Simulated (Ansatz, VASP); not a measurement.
# Two plane-wave programs on AlAs

INCAR

```
SYSTEM = AlAs
PREC = Accurate
ENCUT = 500
EDIFF = 1E-6
ISMEAR = 0
SIGMA = 0.02
LREAL = .False.
LASPH = .True.
NELM = 120
ALGO = Normal
ISIF = 2
LWAVE = .False.
LCHARG = .False.
GGA = PE
NBANDS = 11
GGA_COMPAT = .False.
```

KPOINTS

```
regular mesh
0
Gamma
  8 8 8
  0 0 0
```

POSCAR

```
AlAs
1.0
    0.0000000000      2.8053451736      2.8053451736
    2.8053451736      0.0000000000      2.8053451736
    2.8053451736      2.8053451736      0.0000000000
Al As
1 1
Direct
    0.0000000000      0.0000000000      0.0000000000
    0.2500000000      0.2500000000      0.2500000000
```

Input for Ansatz:

```yaml
crystal:
  lattice:
    - [0.0, 2.8053451728, 2.8053451728]
    - [2.8053451728, 0.0, 2.8053451728]
    - [2.8053451728, 2.8053451728, 0.0]
  atoms:
    - { symbol: Al, position: [0.0, 0.0, 0.0] }
    - { symbol: As, position: [0.25, 0.25, 0.25] }
basis:
  ecutwfc: 420
kpoints:
  mp_grid: { grid: [8, 8, 8] }
hamiltonian:
  xc: pbe
scf:
  occupations: { method: gaussian, width: 0.02 }
output:
  forces: true
  stress: true
  eigenvalues: true
```

Alike in both runs: task single point; functional PBE; k mesh 8 × 8 × 8; occupations gaussian, width 0.02 eV; no spin polarisation.

```csv
,VASP,Ansatz
version,VASP 6.6.1,Ansatz 0.2.0
potentials or method,"VASP PAW PBE potentials, release 64 (Al, As), cutoff 500 eV","scalar-relativistic, plane waves, PAW"
valence electrons in the cell,8,18
```

VASP gave:

```
gap on the k mesh at the Fermi level (eV) : 1.39
least direct gap on the mesh (eV)         : 2.28
pressure (GPa)                            : 5.0
```

**Question.** Estimate Ansatz's values.

**Answer.** gap on the k mesh at the Fermi level (eV): 1.40; least direct gap on the mesh (eV): 2.27; pressure (GPa): 4.8.

VASP's potentials hold 8 valence electrons a cell and Ansatz's 18, so a difference there can come from the potentials and not from the codes.
